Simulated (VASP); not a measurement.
**SnGe5: single point with PBE**

The system is SnGe5.

```
Sn Ge
1.0
     0.00000    3.99975    3.99975
     3.99975    0.00000    3.99975
     3.99975    3.99975    0.00000
Sn Ge
1 5
Direct
  0.00000 0.00000 0.00000
  0.75000 0.75000 0.75000
  0.37559 0.37559 0.87324
  0.37559 0.87324 0.37559
  0.37559 0.37559 0.37559
  0.87324 0.37559 0.37559
```

The cell was generated, and may not be a known phase.

- Program: VASP 6.6.1
- Task: single point
- Functional: PBE
- Potentials or basis: VASP PAW PBE potentials, release 64 (Sn_d, Ge_d)
- Cutoff: 520 eV
- k mesh: 4 × 4 × 4
- Occupations: gaussian, width 0.1 eV
- Spin: no spin polarisation
- Dipole correction: no
- Further INCAR settings: ALGO = Normal; EDIFF = 1e-06; NBANDS = 51

| Item | Value |
| --- | --- |
| Pressure | -0.2 GPa |
| Largest force | 0.030 eV/Å |
| Band gap on the k mesh | zero (bands 42 and 43 overlap by 1.63 eV) |

Forces in eV/Å, atoms in the order of the input:
```
Sn   0.000  0.000  0.000
Ge   0.000  0.000  0.000
Ge   0.017  0.017 -0.017
Ge   0.017 -0.017  0.017
Ge  -0.017 -0.017 -0.017
Ge  -0.017  0.017  0.017
```

Levels at points of the mesh, in eV from the Fermi level:
```
           k point  band 40  band 41  band 42  band 43  band 44  band 45
(0.00, 0.00, 0.00)    -4.10    -1.67    -1.67    -1.32    -1.32    -1.32
(0.50, 0.00, 0.00)    -0.66    -0.66    -0.55    -0.07    -0.07     2.10
(0.50, 0.50, 0.00)    -1.35     0.30     0.30     0.60     0.62     1.18
```

It took 38 s on 1 thread of AMD EPYC 9R45 (Zen 5) (shared host), peak memory 0.23 GiB.

Caveat: spin-orbit coupling is left out, which moves the levels of the heavy elements.
